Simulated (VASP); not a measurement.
# Mg (Pm-3n) in VASP: single point with BLYP

Aim: the single point of Mg with BLYP.

Everything below comes from runs of VASP 6.6.1. Logs are shortened: lines on timing, memory, paths and dates and some standing lists are left out, and cuts for length are marked.

## (1) The cell of the first run

Symmetry: Pm-3n, No. 223, cubic system. Conventional cell: a = 5.777 Å, b = 5.777 Å, c = 5.777 Å, α = 90.00°, β = 90.00°, γ = 90.00°. Mg (site symmetry m-3) has 12 Mg at 3.23 Å within 4.2 Å. Mg (site symmetry -4m2) has 14 Mg at 2.89 to 3.54 Å within 3.8 Å.

## (2) Single point, BLYP

Input file INCAR:

```
SYSTEM = Mg
PREC     = Accurate       ! precision mode
ENCUT    = 520            ! plane-wave cutoff, eV
EDIFF    = 1E-6           ! SCF threshold, eV
ISMEAR   = -1             ! smearing method
SIGMA    = 0.1            ! smearing width, eV
LREAL    = .FALSE.        ! projectors in reciprocal space
LASPH    = .TRUE.         ! aspherical terms in the spheres
NELM     = 100            ! most SCF steps
ALGO     = Normal         ! electronic algorithm
ISIF     = 2              ! what is computed and relaxed
LWAVE    = .FALSE.        ! write WAVECAR
LCHARG   = .FALSE.        ! write CHGCAR
GGA      = B5             ! functional
ALDAX    = 1.0          
AGGAX    = 1.0          
AGGAC    = 1.0          
ALDAC    = 0.0          
NBANDS   = 18             ! bands
```

Input file KPOINTS:

```
regular mesh
0
G
  6 6 6
  0 0 0
```

Input file POSCAR:

```
Mg
1.0
    5.7765027365      0.0000000000      0.0000000000
    0.0000000000      5.7765027365      0.0000000000
    0.0000000000      0.0000000000      5.7765027365
Mg
8
Direct
    1.0000000000      0.0000000000      1.0000000000
    0.5000000000      0.5000000000      0.5000000000
    0.2500000000      1.0000000000      0.5000000000
    0.7500000000      1.0000000000      0.5000000000
    0.5000000000      0.2500000000      0.0000000000
    0.5000000000      0.7500000000      0.0000000000
    0.0000000000      0.5000000000      0.2500000000
    0.0000000000      0.5000000000      0.7500000000
```

Potentials or basis: VASP PAW PBE potentials, release 64 (Mg).

The run is started by

```bash
$ cat potpaw_PBE.64/Mg/POTCAR > POTCAR
$ mpirun -np 1 vasp_std > vasp.out
```

OUTCAR:

```text
SYSTEM = Mg
   PREC = Accurate
   ENCUT = 520
   EDIFF = 1E-6
   ISMEAR = -1
   LREAL = .FALSE.
   LASPH = .TRUE.
   NELM = 100
   ISIF = 2
   GGA = B5

 ion  position               nearest neighbor table
   1  0.000  0.000  0.000-   3 3.23   4 3.23   5 3.23   6 3.23   7 3.23   8 3.23   3 3.23   4 3.23
                             7 3.23   8 3.23   5 3.23   6 3.23
   2  0.500  0.500  0.500-   3 3.23   4 3.23   5 3.23   6 3.23   7 3.23   8 3.23   5 3.23   6 3.23
                             3 3.23   4 3.23   7 3.23   8 3.23
   3  0.250  0.000  0.500-   4 2.89   4 2.89   1 3.23   1 3.23   2 3.23   2 3.23   8 3.54   5 3.54
                             5 3.54   6 3.54   6 3.54   7 3.54   8 3.54   7 3.54
   4  0.750  0.000  0.500-   3 2.89   3 2.89   1 3.23   1 3.23   2 3.23   2 3.23   8 3.54   5 3.54
                             5 3.54   6 3.54   6 3.54   7 3.54   8 3.54   7 3.54
   5  0.500  0.250  0.000-   6 2.89   6 2.89   1 3.23   2 3.23   2 3.23   1 3.23   8 3.54   4 3.54
                             3 3.54   4 3.54   3 3.54   7 3.54   7 3.54   8 3.54
   6  0.500  0.750  0.000-   5 2.89   5 2.89   1 3.23   2 3.23   2 3.23   1 3.23   8 3.54   4 3.54
                             3 3.54   4 3.54   3 3.54   7 3.54   7 3.54   8 3.54
   7  0.000  0.500  0.250-   8 2.89   8 2.89   1 3.23   2 3.23   1 3.23   2 3.23   3 3.54   4 3.54
                             5 3.54   3 3.54   4 3.54   6 3.54   5 3.54   6 3.54
   8  0.000  0.500  0.750-   7 2.89   7 2.89   1 3.23   2 3.23   1 3.23   2 3.23   3 3.54   4 3.54
                             5 3.54   3 3.54   4 3.54   6 3.54   5 3.54   6 3.54

  LATTYP: Found a simple cubic cell.
 ALAT       =     5.7765027365

  Lattice vectors:

 A1 = (   5.7765027365,   0.0000000000,   0.0000000000)
 A2 = (   0.0000000000,   5.7765027365,   0.0000000000)
 A3 = (   0.0000000000,   0.0000000000,   5.7765027365)

Analysis of symmetry for initial positions (statically):
=====================================================================
 Subroutine PRICEL returns:
 Original cell was already a primitive cell.

 Routine SETGRP: Setting up the symmetry group for a
 simple cubic supercell.

 Subroutine GETGRP returns: Found 48 space group operations
 (whereof 24 operations were pure point group operations)
 out of a pool of 48 trial point group operations.

The static configuration has the point symmetry T_h .
 The point group associated with its full space group is O_h .

Analysis of symmetry for dynamics (positions and initial velocities):
=====================================================================
 Subroutine PRICEL returns:
 Original cell was already a primitive cell.

 Routine SETGRP: Setting up the symmetry group for a
 simple cubic supercell.

 Subroutine GETGRP returns: Found 48 space group operations
 (whereof 24 operations were pure point group operations)
 out of a pool of 48 trial point group operations.

The dynamic configuration has the point symmetry T_h .
 The point group associated with its full space group is O_h .

 Subroutine INISYM returns: Found 48 space group operations
 (whereof 24 operations are pure point group operations),
 and found     1 'primitive' translations

----------------------------------------------------------------------------------------

                                     Primitive cell

  volume of cell :     192.7503

  direct lattice vectors                    reciprocal lattice vectors
     5.776502737  0.000000000  0.000000000     0.173115126  0.000000000  0.000000000
     0.000000000  5.776502737  0.000000000     0.000000000  0.173115126  0.000000000
     0.000000000  0.000000000  5.776502737     0.000000000  0.000000000  0.173115126

  length of vectors
     5.776502737  5.776502737  5.776502737     0.173115126  0.173115126  0.173115126

  position of ions in fractional coordinates (direct lattice)
     0.000000000  0.000000000  0.000000000
     0.500000000  0.500000000  0.500000000
     0.250000000  0.000000000  0.500000000
     0.750000000  0.000000000  0.500000000
     0.500000000  0.250000000  0.000000000
     0.500000000  0.750000000  0.000000000
     0.000000000  0.500000000  0.250000000
     0.000000000  0.500000000  0.750000000

  ion indices of the primitive-cell ions
   primitive index   ion index
                 1           1
                 2           2
                 3           3
                 4           4
                 5           5
                 6           6
                 7           7
                 8           8

----------------------------------------------------------------------------------------

 KPOINTS: regular mesh

Automatic generation of k-mesh.
 Grid dimensions read from file:
 generate k-points for:    6    6    6

 Generating k-lattice:

  Cartesian coordinates                     Fractional coordinates (reciprocal lattice)
     0.028852521  0.000000000  0.000000000     0.166666667  0.000000000  0.000000000
     0.000000000  0.028852521  0.000000000     0.000000000  0.166666667  0.000000000
     0.000000000  0.000000000  0.028852521     0.000000000  0.000000000  0.166666667

  Length of vectors
     0.028852521  0.028852521  0.028852521

  Shift w.r.t. Gamma in fractional coordinates (k-lattice)
     0.000000000  0.000000000  0.000000000

 Subroutine IBZKPT returns following result:
 ===========================================

 Found     20 irreducible k-points:

 Following reciprocal coordinates:
            Coordinates               Weight
  0.000000  0.000000  0.000000      1.000000
  0.166667  0.000000  0.000000      6.000000
  0.333333  0.000000  0.000000      6.000000
  0.500000  0.000000  0.000000      3.000000
  0.166667  0.166667  0.000000     12.000000
  0.333333  0.166667  0.000000     24.000000
[... 12 lines left out ...]
  0.500000  0.500000  0.333333      6.000000
  0.500000  0.500000  0.500000      1.000000
   k-points           NKPTS =     20   k-points in BZ     NKDIM =     20   number of bands    NBANDS=     18
   number of dos      NEDOS =    301   number of ions     NIONS =      8
   total plane-waves  NPLWV = 110592
   dimension x,y,z NGX =    48 NGY =   48 NGZ =   48
   dimension x,y,z NGXF=    96 NGYF=   96 NGZF=   96
   ions per type =               8
   NGX,Y,Z   is equivalent  to a cutoff of  13.81, 13.81, 13.81 a.u.
   NGXF,Y,Z  is equivalent  to a cutoff of  27.63, 27.63, 27.63 a.u.
 SYSTEM =  Mg
   PREC   = accura    normal or accurate (medium, high low for compatibility)
   ISTART =      0    job   : 0-new  1-cont  2-samecut
   ICHARG =      2    charge: 1-file 2-atom 10-const
   ISPIN  =      1    spin polarized calculation?
   LNONCOLLINEAR =      F non collinear calculations
   LSORBIT =      F    spin-orbit coupling
   LASPH  =      T    aspherical Exc in radial PAW
   ENCUT  =  520.0 eV  38.22 Ry    6.18 a.u.  10.74 10.74 10.74*2*pi/ulx,y,z
   NELM   =    100;   NELMIN=  2; NELMDL= -5     # of ELM steps
   EDIFF  = 0.1E-05   stopping-criterion for ELM
   LREAL  =      F    real-space projection
   EDIFFG = 0.1E-04   stopping-criterion for IOM
   NSW    =      0    number of steps for IOM
   IBRION =     -1    ionic relax: 0-MD 1-quasi-New 2-CG
   NFREE  =      0    steps in history (QN), initial steepest desc. (CG)
   ISIF   =      2    stress and relaxation
   ISYM   =      2    0-nonsym 1-usesym 2-fastsym
   POTIM  = 0.5000    time-step for ionic-motion
   TEBEG  =    0.0;   TEEND  =   0.0 temperature during run
   PSTRESS=    0.0 pullay stress
   NELECT =      16.0000    total number of electrons
   NUPDOWN=      -1.0000    fix difference up-down
   EMIN   =  10.00;   EMAX   =-10.00  energy-range for DOS
   EFERMI =   0.00;   METHOD = LEGACY
   ISMEAR =    -1;   SIGMA  =   0.10  broadening in eV -4-tet -1-fermi 0-gaus
   EFERMI_NEDOS =   21; number of points for ismear=-14 and -15
   IALGO  =     38    algorithm
   IMIX   =      4    mixing-type and parameters
     AMIX     =   0.40;   BMIX     =  1.00
     AMIX_MAG =   1.60;   BMIX_MAG =  1.00
  volume/ion in A,a.u.               =      24.09       162.59
  Fermi-wavevector in a.u.,A,eV,Ry     =   0.714140  1.349528  6.938910  0.509996
  Thomas-Fermi vector in A             =   1.801961
   LORBIT       =      0    0 simple, 1 ext, 2 COOP (PROOUT), +10 PAW based schemes
   GGA     = B5    functional components
   LHFCALC =     F    Hartree Fock is set to
   AEXX    =    0.0000 exact exchange contribution
   IVDW    =     0    specifies the selected vdW correction
   LEPSILON=     F    determine dielectric tensor
   LRPA    =     F    only Hartree local field effects (RPA)
 non-spin polarized calculation
  energy-cutoff  :      520.00
  volume of cell :      192.75
 maximum number of plane-waves:      5232
 NGX is ok and might be reduce to    48
   NGX = 21   NGY = 21   NGZ = 21

 number of electron      16.0000000 magnetization

 Free energy of the ion-electron system (eV)
  ---------------------------------------------------
  ext. energy  EPLUGINS =         0.00000000
  ---------------------------------------------------
  free energy    TOTEN  =        -5.74093222 eV

  energy without entropy =       -5.61638524  energy(sigma->0) =       -5.67865873

 E-fermi :   2.7453     XC(G=0):  -7.8864

 val. band max:        2.6457158374   @ k =   0.3333   0.1667   0.0000
 cond. band min:       2.7756477576   @ k =   0.5000   0.5000   0.0000
 fundamental gap:      0.1299319202
 Fermi energy:         2.7453219557

 k-point     1 :       0.0000    0.0000    0.0000
  band No.  band energies     occupation
      1      -3.8879      2.00000
      2       0.3893      2.00000
      3       0.3945      2.00000
      4       0.3945      2.00000
      5       0.6684      2.00000
      6       0.6684      2.00000
[... 10 lines left out ...]
     17       5.3888      0.00000
     18       5.3888      0.00000
[... 379 lines left out ...]
 k-point    20 :       0.5000    0.5000    0.5000
  band No.  band energies     occupation
      1      -0.5593      2.00000
      2      -0.5593      2.00000
      3      -0.5593      2.00000
      4      -0.5593      2.00000
      5      -0.5593      2.00000
      6      -0.5593      2.00000
[... 10 lines left out ...]
     17       7.4138      0.00000
     18       7.4138      0.00000

------------------------ aborting loop because EDIFF is reached ----------------------------------------

  FORCE on cell =-STRESS in cart. coord.  units (eV):
  Direction    XX          YY          ZZ          XY          YZ          ZX
  --------------------------------------------------------------------------------------
  -------------------------------------------------------------------------------------
  Total        0.0318690      0.0318690      0.0318690      0.0000000      0.0000000      0.0000000
  in kB        0.2649010      0.2649010      0.2649010      0.0000000      0.0000000      0.0000000
  external PRESSURE =       0.2649010 kB  Pullay stress =       0.0000000 kB

 VOLUME and BASIS-vectors are now :
 -----------------------------------------------------------------------------
  energy-cutoff  :      520.00
  volume of cell :      192.75
      direct lattice vectors                 reciprocal lattice vectors
     5.776502737  0.000000000  0.000000000     0.173115126  0.000000000  0.000000000
     0.000000000  5.776502737  0.000000000     0.000000000  0.173115126  0.000000000
     0.000000000  0.000000000  5.776502737     0.000000000  0.000000000  0.173115126

 POSITION                                       TOTAL-FORCE (eV/Angst)
 -----------------------------------------------------------------------------------
      0.00000      0.00000      0.00000         0.000000     -0.000000     -0.000000
      2.88825      2.88825      2.88825         0.000000     -0.000000     -0.000000
      1.44413      0.00000      2.88825        -0.000000      0.000000     -0.000000
      4.33238      0.00000      2.88825         0.000000     -0.000000     -0.000000
      2.88825      1.44413      0.00000         0.000000     -0.000000      0.000000
      2.88825      4.33238      0.00000        -0.000000     -0.000000      0.000000
      0.00000      2.88825      1.44413         0.000000      0.000000      0.000000
      0.00000      2.88825      4.33238        -0.000000     -0.000000     -0.000000
 -----------------------------------------------------------------------------------
    total drift:                                0.000000      0.000000      0.000000

  FREE ENERGIE OF THE ION-ELECTRON SYSTEM (eV)
  ---------------------------------------------------
  free  energy   TOTEN  =        -5.7409322180 eV

  energy  without entropy=       -5.6163852380  energy(sigma->0) =       -5.67865873
```

It took 95 s on 1 thread of Intel Xeon 6975P-C, shared host; peak memory 0.34 GiB.

What came out:

* Free energy: -5.7409 eV
* Pressure: 0.0 GPa
* Band gap on the k mesh: zero (band 8 reaches 4.14 eV, above the bottom of band 9 at 1.80 eV)

Caveat: the PAW data sets were made with another functional, which shifts forces and pressure a little.
